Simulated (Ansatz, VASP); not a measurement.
# One calculation of Au, two programs

POSCAR

```
Au
1.0
    1.4389897367     -2.6060620855      0.0000000000
    1.4389897367      2.6060620855      0.0000000000
    0.0000000000      0.0000000000      4.9891384766
Au
2
Direct
    0.3346720300      0.6653279700      0.2500000000
    0.6653279700      0.3346720300      0.7500000000
```

INCAR.step1

```
PREC = Accurate ; ENCUT = 520
ISMEAR = -1 ; SIGMA = 0.05
LREAL = False ; LASPH = True
NELM = 80 ; NBANDS = 18
GGA = PE ; ALGO = Normal
EDIFF = 1E-4 ; LWAVE = True
LCHARG = False
```

The input INCAR.step2:

```
PREC = Accurate ; ENCUT = 520
EDIFF = 1E-6 ; ISMEAR = -1
SIGMA = 0.05 ; LREAL = False
LASPH = True ; NELM = 80
ALGO = Normal ; ISIF = 2
LWAVE = False ; LCHARG = False
METAGGA = R2SCAN ; LMIXTAU = True
NBANDS = 18 ; ISTART = 1
```

KPOINTS

```
regular mesh
0
Gamma
  11 11 6
```

File input.yaml:

```yaml
crystal:
  lattice:
    - [1.4389897367, -2.6060620855, 0.0]
    - [1.4389897367, 2.6060620855, 0.0]
    - [0.0, 0.0, 4.9891384766]
  atoms:
    - { symbol: Au, position: [0.33467203, 0.66532797, 0.25] }
    - { symbol: Au, position: [0.66532797, 0.33467203, 0.75] }
hamiltonian:
  xc: r2scan
  pseudopotentials: { kind: paw }
kpoints:
  mp_grid: { grid: [11, 11, 6] }
scf:
  occupations: { method: fermi_dirac, width: 0.05 }
output:
  forces: true
  stress: true
  eigenvalues: true
  write_density: true
  write_potential: true
  elf: true
  volumetric_format: npy
```

Alike in both runs: task single point; functional r2SCAN; k mesh 11 × 11 × 6; occupations fermi-dirac, width 0.05 eV; no spin polarisation.

```csv
,VASP,Ansatz
version,VASP 6.6.1,Ansatz 0.2.0
potentials or method,"VASP PAW PBE potentials, release 64 (Au)",Ansatz PAW
plane-wave cutoff (eV),520,500
valence electrons in the cell,22,38
```

|  | VASP | Ansatz | Ansatz less VASP |
| --- | --- | --- | --- |
| gap on the k mesh at the Fermi level (eV) | none | none | - |
| pressure (GPa) | -7.6 | -7.7 | -0.15 |
| traceless stress, the component that is largest in VASP (GPa) | 1.64 | 1.59 | -0.046 |

VASP's potentials were made for PBE, not for r2SCAN. A gap of «none» marks a metal or a gap that the smearing closes. The functional is the same, so the differences come from potentials, cutoffs and numerics. VASP's potentials hold 22 valence electrons a cell and Ansatz's 38, so a difference there can come from the potentials and not from the codes.

Spin-orbit coupling is off throughout.
